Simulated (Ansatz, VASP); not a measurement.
## TaN in VASP and in Ansatz

```
Ta N
1.0
     0.00000    2.17900    2.00468
     2.17900    0.00000    2.00468
     2.17900    2.17900    0.00000
Ta N
1 1
Direct
  0.50000 0.50000 0.50000
  0.00000 0.00000 0.00000
```

Change from the starting cell: strain +0.000 along x and y, -0.080 along z, atoms carried along.

Alike in both runs: task single point; functional r2SCAN; k mesh 18 × 18 × 18; occupations gaussian, width 0.15 eV; no spin polarisation.

|  | VASP | Ansatz |
| --- | --- | --- |
| version | VASP 6.6.1 | Ansatz 0.2.0 |
| potentials or method | VASP PAW PBE potentials, release 64 (Ta_pv, N), cutoff 520 eV | scalar-relativistic, plane waves, PAW |
| valence electrons in the cell | 16 | 18 |

Ansatz gave:

```
gap on the k mesh at the Fermi level (eV)                     : none
pressure (GPa)                                                : 56.9
traceless stress, the component that is largest in VASP (GPa) : 61.98
```

**Question.** Estimate VASP's values.

**Answer.** gap on the k mesh at the Fermi level (eV): none; pressure (GPa): 60.1; traceless stress, the component that is largest in VASP (GPa): 62.41.

VASP's potentials were made for PBE, not for r2SCAN. A gap of «none» marks a metal or a gap that the smearing closes. Both programs put the cell under a high pressure, so it lies far from rest at this level. With one functional, cell and mesh, what is left measures potentials, basis and numerics. VASP's potentials hold 16 valence electrons a cell and Ansatz's 18, so a difference there can come from the potentials and not from the codes.

Spin-orbit coupling is off throughout. Noted on VASP's run: the cell as given lies far from equilibrium.
